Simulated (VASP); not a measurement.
# Sc (Fm-3m) in VASP: notebook

The runs below take Sc through single point, relaxation of cell and atoms, with PBE.

All numbers are computed with VASP 6.6.1; they aren't measurements. Logs are shortened: lines on timing, memory, paths and dates and some standing lists are left out, and cuts for length are marked.

**1. The cell of the first run**

The structure is cubic, space group Fm-3m (No. 225). Conventional cell: a = 4.804 Å, b = 4.804 Å, c = 4.804 Å, α = 90.00°, β = 90.00°, γ = 90.00°. Sc (site symmetry m-3m) has 12 Sc at 3.40 Å within 4.5 Å.

This isn't the form of Sc at room conditions, which is hcp.

**2. Single point, PBE (27.72 Å³/atom)**

File INCAR:

```
PREC = Accurate
ENCUT = 500
EDIFF = 1E-6
ISMEAR = -1
SIGMA = 0.1
LREAL = F
LASPH = T
NELM = 120
ALGO = Normal
ISIF = 2
LWAVE = F
LCHARG = F
GGA = PE
NBANDS = 12
GGA_COMPAT = F
```

File KPOINTS:

```
regular mesh
0
Gamma
  13 13 13
```

File POSCAR:

```
Sc
1.0
    0.0000000000      2.4021337243      2.4021337243
    2.4021337243      0.0000000000      2.4021337243
    2.4021337243      2.4021337243      0.0000000000
Sc
1
Direct
    0.0000000000      0.0000000000      0.0000000000
```

Potentials or basis: VASP PAW PBE potentials, release 64 (Sc_sv).

Command:

```
$ cat potpaw_PBE.64/Sc_sv/POTCAR > POTCAR
$ mpirun -np 1 vasp_std > vasp.out
```

OUTCAR:

```text
PREC = Accurate
   ENCUT = 500
   EDIFF = 1E-6
   ISMEAR = -1
   LREAL = F
   LASPH = T
   NELM = 120
   ISIF = 2
   GGA = PE

 ion  position               nearest neighbor table
   1  0.000  0.000  0.000-

  LATTYP: Found a face centered cubic cell.
 ALAT       =     4.8042674486

  Lattice vectors:

 A1 = (   0.0000000000,   2.4021337243,   2.4021337243)
 A2 = (   2.4021337243,   0.0000000000,   2.4021337243)
 A3 = (   2.4021337243,   2.4021337243,   0.0000000000)

Analysis of symmetry for initial positions (statically):
=====================================================================
 Subroutine PRICEL returns:
 Original cell was already a primitive cell.

 Routine SETGRP: Setting up the symmetry group for a
 face centered cubic supercell.

 Subroutine GETGRP returns: Found 48 space group operations
 (whereof 48 operations were pure point group operations)
 out of a pool of 48 trial point group operations.

The static configuration has the point symmetry O_h .

Analysis of symmetry for dynamics (positions and initial velocities):
=====================================================================
 Subroutine PRICEL returns:
 Original cell was already a primitive cell.

 Routine SETGRP: Setting up the symmetry group for a
 face centered cubic supercell.

 Subroutine GETGRP returns: Found 48 space group operations
 (whereof 48 operations were pure point group operations)
 out of a pool of 48 trial point group operations.

The dynamic configuration has the point symmetry O_h .

 Subroutine INISYM returns: Found 48 space group operations
 (whereof 48 operations are pure point group operations),
 and found     1 'primitive' translations

----------------------------------------------------------------------------------------

                                     Primitive cell

  volume of cell :      27.7218

  direct lattice vectors                    reciprocal lattice vectors
     0.000000000  2.402133724  2.402133724    -0.208148279  0.208148279  0.208148279
     2.402133724  0.000000000  2.402133724     0.208148279 -0.208148279  0.208148279
     2.402133724  2.402133724  0.000000000     0.208148279  0.208148279 -0.208148279

  length of vectors
     3.397130092  3.397130092  3.397130092     0.360523394  0.360523394  0.360523394

  position of ions in fractional coordinates (direct lattice)
     0.000000000  0.000000000  0.000000000

  ion indices of the primitive-cell ions
   primitive index   ion index
                 1           1

----------------------------------------------------------------------------------------

 KPOINTS: regular mesh

Automatic generation of k-mesh.
 Grid dimensions read from file:
 generate k-points for:   13   13   13

 Generating k-lattice:

  Cartesian coordinates                     Fractional coordinates (reciprocal lattice)
    -0.016011406  0.016011406  0.016011406     0.076923077  0.000000000  0.000000000
     0.016011406 -0.016011406  0.016011406     0.000000000  0.076923077  0.000000000
     0.016011406  0.016011406 -0.016011406     0.000000000  0.000000000  0.076923077

  Length of vectors
     0.027732569  0.027732569  0.027732569

  Shift w.r.t. Gamma in fractional coordinates (k-lattice)
     0.000000000  0.000000000  0.000000000

 Subroutine IBZKPT returns following result:
 ===========================================

 Found     84 irreducible k-points:

 Following reciprocal coordinates:
            Coordinates               Weight
  0.000000  0.000000  0.000000      1.000000
  0.076923  0.000000  0.000000      8.000000
  0.153846  0.000000  0.000000      8.000000
  0.230769  0.000000  0.000000      8.000000
  0.307692  0.000000  0.000000      8.000000
  0.384615  0.000000  0.000000      8.000000
[... 16 lines left out ...]
  0.384615  0.153846  0.000000     24.000000
  0.461538  0.153846  0.000000     24.000000
 [... further k-points ...]
   k-points           NKPTS =     84   k-points in BZ     NKDIM =     84   number of bands    NBANDS=     12
   number of dos      NEDOS =    301   number of ions     NIONS =      1
   total plane-waves  NPLWV =  21952
   dimension x,y,z NGX =    28 NGY =   28 NGZ =   28
   dimension x,y,z NGXF=    56 NGYF=   56 NGZF=   56
   ions per type =               1
   NGX,Y,Z   is equivalent  to a cutoff of  13.70, 13.70, 13.70 a.u.
   NGXF,Y,Z  is equivalent  to a cutoff of  27.40, 27.40, 27.40 a.u.
 SYSTEM =  unknown system
   PREC   = accura    normal or accurate (medium, high low for compatibility)
   ISTART =      0    job   : 0-new  1-cont  2-samecut
   ICHARG =      2    charge: 1-file 2-atom 10-const
   ISPIN  =      1    spin polarized calculation?
   LNONCOLLINEAR =      F non collinear calculations
   LSORBIT =      F    spin-orbit coupling
   LASPH  =      T    aspherical Exc in radial PAW
   ENCUT  =  500.0 eV  36.75 Ry    6.06 a.u.   6.19  6.19  6.19*2*pi/ulx,y,z
   NELM   =    120;   NELMIN=  2; NELMDL= -5     # of ELM steps
   EDIFF  = 0.1E-05   stopping-criterion for ELM
   LREAL  =      F    real-space projection
   EDIFFG = 0.1E-04   stopping-criterion for IOM
   NSW    =      0    number of steps for IOM
   IBRION =     -1    ionic relax: 0-MD 1-quasi-New 2-CG
   NFREE  =      0    steps in history (QN), initial steepest desc. (CG)
   ISIF   =      2    stress and relaxation
   ISYM   =      2    0-nonsym 1-usesym 2-fastsym
   POTIM  = 0.5000    time-step for ionic-motion
   TEBEG  =    0.0;   TEEND  =   0.0 temperature during run
   PSTRESS=    0.0 pullay stress
   NELECT =      11.0000    total number of electrons
   NUPDOWN=      -1.0000    fix difference up-down
   EMIN   =  10.00;   EMAX   =-10.00  energy-range for DOS
   EFERMI =   0.00;   METHOD = LEGACY
   ISMEAR =    -1;   SIGMA  =   0.10  broadening in eV -4-tet -1-fermi 0-gaus
   EFERMI_NEDOS =   21; number of points for ismear=-14 and -15
   IALGO  =     38    algorithm
   IMIX   =      4    mixing-type and parameters
     AMIX     =   0.40;   BMIX     =  1.00
     AMIX_MAG =   1.60;   BMIX_MAG =  1.00
  volume/ion in A,a.u.               =      27.72       187.08
  Fermi-wavevector in a.u.,A,eV,Ry     =   1.202999  2.273338 19.690436  1.447206
  Thomas-Fermi vector in A             =   2.338765
   LORBIT       =      0    0 simple, 1 ext, 2 COOP (PROOUT), +10 PAW based schemes
   GGA     = PE    functional components
   LHFCALC =     F    Hartree Fock is set to
   AEXX    =    0.0000 exact exchange contribution
   IVDW    =     0    specifies the selected vdW correction
   LEPSILON=     F    determine dielectric tensor
   LRPA    =     F    only Hartree local field effects (RPA)
 non-spin polarized calculation
  energy-cutoff  :      500.00
  volume of cell :       27.72
 maximum number of plane-waves:       725
 NGX is ok and might be reduce to    28
   NGX = 13   NGY = 13   NGZ = 13

 number of electron      10.9999999 magnetization

 Free energy of the ion-electron system (eV)
  ---------------------------------------------------
  ext. energy  EPLUGINS =         0.00000000
  ---------------------------------------------------
  free energy    TOTEN  =        -6.18698842 eV

  energy without entropy =       -6.11502542  energy(sigma->0) =       -6.15100692

 E-fermi :   3.0781     XC(G=0):  -9.4179

 val. band max:        3.0675652685   @ k =  -0.4615   0.0769   0.0000
 cond. band min:       3.0871995660   @ k =  -0.3077   0.2308   0.0769
 fundamental gap:      0.0196342975
 Fermi energy:         3.0781094764

 k-point     1 :       0.0000    0.0000    0.0000
  band No.  band energies     occupation
      1     -46.6804      2.00000
      2     -25.1485      2.00000
      3     -25.1485      2.00000
      4     -25.1485      2.00000
      5      -1.8731      2.00000
      6       4.4883      0.00000
      7       4.4883      0.00000
      8       4.4883      0.00000
      9       5.6599      0.00000
     10       5.6599      0.00000
     11      14.9555      0.00000
     12      17.8700      0.00000

 k-point     2 :       0.0769    0.0000    0.0000
  band No.  band energies     occupation
      1     -46.6784      2.00000
      2     -25.1637      2.00000
      3     -25.1505      2.00000
      4     -25.1505      2.00000
      5      -1.7381      2.00000
      6       4.3949      0.00000
      7       4.5356      0.00000
      8       4.5356      0.00000
      9       5.6290      0.00000
     10       5.6290      0.00000
     11      15.0215      0.00000
     12      16.7707      0.00000

 k-point     3 :       0.1538    0.0000    0.0000
  band No.  band energies     occupation
      1     -46.6729      2.00000
      2     -25.2056      2.00000
      3     -25.1562      2.00000
      4     -25.1562      2.00000
      5      -1.3443      2.00000
      6       4.1498      0.00004
      7       4.6382      0.00000
      8       4.6382      0.00000
      9       5.5839      0.00000
     10       5.5839      0.00000
     11      14.4787      0.00000
     12      15.7036      0.00000
[... 286 lines left out ...]
 k-point    23 :       0.3846    0.1538    0.0000
  band No.  band energies     occupation
      1     -46.6499      2.00000
      2     -25.3404      2.00000
      3     -25.1992      2.00000
      4     -25.1947      2.00000
      5       0.6900      2.00000
      6       3.2616      0.27539
      7       4.2351      0.00002
      8       4.8777      0.00000
      9       5.9932      0.00000
     10       6.3023      0.00000
     11      10.7946      0.00000
     12      14.6623      0.00000

 k-point    24 :       0.4615    0.1538    0.0000
  band No.  band energies     occupation
      1     -46.6445      2.00000
      2     -25.3753      2.00000
      3     -25.2118      2.00000
      4     -25.1972      2.00000
      5       1.4210      2.00000
      6       3.0356      1.20963
      7       4.1173      0.00006
      8       4.7765      0.00000
      9       6.4388      0.00000
     10       6.5094      0.00000
     11       9.4273      0.00000
     12      14.1118      0.00000

 [... further k-points ...]
[... 5 lines left out ...]
  --------------------------------------------------------------------------------------
  -------------------------------------------------------------------------------------
  Total       -0.8302252     -0.8302252     -0.8302252      0.0000000      0.0000000     -0.0000000
  in kB      -47.9827315    -47.9827315    -47.9827315      0.0000000      0.0000000     -0.0000000
  external PRESSURE =     -47.9827315 kB  Pullay stress =       0.0000000 kB

 VOLUME and BASIS-vectors are now :
 -----------------------------------------------------------------------------
  energy-cutoff  :      500.00
  volume of cell :       27.72
      direct lattice vectors                 reciprocal lattice vectors
     0.000000000  2.402133724  2.402133724    -0.208148279  0.208148279  0.208148279
     2.402133724  0.000000000  2.402133724     0.208148279 -0.208148279  0.208148279
     2.402133724  2.402133724  0.000000000     0.208148279  0.208148279 -0.208148279

 POSITION                                       TOTAL-FORCE (eV/Angst)
 -----------------------------------------------------------------------------------
      0.00000      0.00000      0.00000        -0.000000      0.000000     -0.000000
 -----------------------------------------------------------------------------------
    total drift:                               -0.000000     -0.000000     -0.000000

  FREE ENERGIE OF THE ION-ELECTRON SYSTEM (eV)
  ---------------------------------------------------
  free  energy   TOTEN  =        -6.1869884224 eV

  energy  without entropy=       -6.1150254150  energy(sigma->0) =       -6.15100692
```

Wall time 54 s (1 thread of Intel Xeon 8259CL, shared host); peak memory 0.17 GiB.

What came out:

```yaml
Free_energy: -6.1870 eV
Pressure: -4.8 GPa
Band_gap_on_the_k_mesh: zero (an odd number of electrons rules out a gap without spin polarisation)
```

Caveat: the cell stands under tension.

**3. Relaxation of cell and atoms, PBE**

This run uses another cell than the first one, of 25.00 Å³/atom.

File INCAR:

```
PREC = Accurate
ENCUT = 500
EDIFF = 1E-7
ISMEAR = -1
SIGMA = 0.1
LREAL = F
LASPH = T
NELM = 120
ALGO = Normal
ISIF = 3
LWAVE = F
LCHARG = F
GGA = PE
IBRION = 2
NSW = 80
EDIFFG = -0.01
GGA_COMPAT = F
NELMIN = 4
```

File KPOINTS:

```
Automatic mesh
0
Gamma
  12 12 12
```

File POSCAR:

```
Sc
1.0
    0.0000000000      2.3208600778      2.3208600778
    2.3208600778      0.0000000000      2.3208600778
    2.3208600778      2.3208600778      0.0000000000
Sc
1
Direct
    0.0000000000      0.0000000000      0.0000000000
```

Potentials or basis: VASP PAW PBE potentials, release 64 (Sc_sv).

Command:

```
$ cat potpaw_PBE.64/Sc_sv/POTCAR > POTCAR
$ mpirun -np 1 vasp_std > vasp.out
```

It took 37 s on 1 thread of Intel Xeon 8259CL, shared host; peak memory 0.15 GiB.

Results (log left out):

| Property | Result |
| --- | --- |
| Free energy | -6.2336 eV |
| Relaxed volume | 24.78 Å³/atom |
| Relaxed cell | a = 3.272 Å, b = 3.272 Å, c = 3.272 Å, α = 60.00°, β = 60.00°, γ = 60.00° |
| Space group after relaxing (to 0.1 Å) | Fm-3m (No. 225) |
| Energy gained by relaxing | 0.3 meV/atom |
| Ionic steps | 3 |
| Pressure after relaxing | 0.0 GPa |
| Band gap on the k mesh | zero (an odd number of electrons rules out a gap without spin polarisation) |

Step by step:
```tsv
step	energy change (eV)	largest force (eV/Å)	pressure (GPa)	volume (Å³)
1	0.0000	0.0000	-0.46	25.00
2	-0.0003	0.0000	0.07	24.75
3	-0.0003	0.0000	0.00	24.78
```

Final structure:
```cif
data_structure
_symmetry_space_group_name_H-M 'P 1'
_symmetry_Int_Tables_number 1
_cell_length_a 3.2724
_cell_length_b 3.2724
_cell_length_c 3.2724
_cell_angle_alpha 60.000
_cell_angle_beta 60.000
_cell_angle_gamma 60.000
_cell_volume 24.78
loop_
_atom_site_label
_atom_site_type_symbol
_atom_site_fract_x
_atom_site_fract_y
_atom_site_fract_z
_atom_site_occupancy
Sc1 Sc 0.00000 0.00000 0.00000 1
```

Levels at points of the mesh, in eV from the Fermi level:
```tsv
k point	band 1	band 2	band 3	band 4	band 5	band 6	band 7	band 8	band 9
(0.00, 0.00, 0.00)	-49.45	-27.87	-27.87	-27.87	-5.18	1.57	1.57	1.57	2.94
(0.50, 0.00, 0.00)	-49.40	-28.26	-27.93	-27.93	-1.76	0.21	1.46	1.46	3.82
(0.50, 0.50, 0.00)	-49.38	-28.24	-28.01	-28.01	-1.51	-0.62	1.89	3.82	4.05
```

[end of part 1 of 2]

The gap in the log of VASP goes by the Fermi energy; the results here count the filled bands.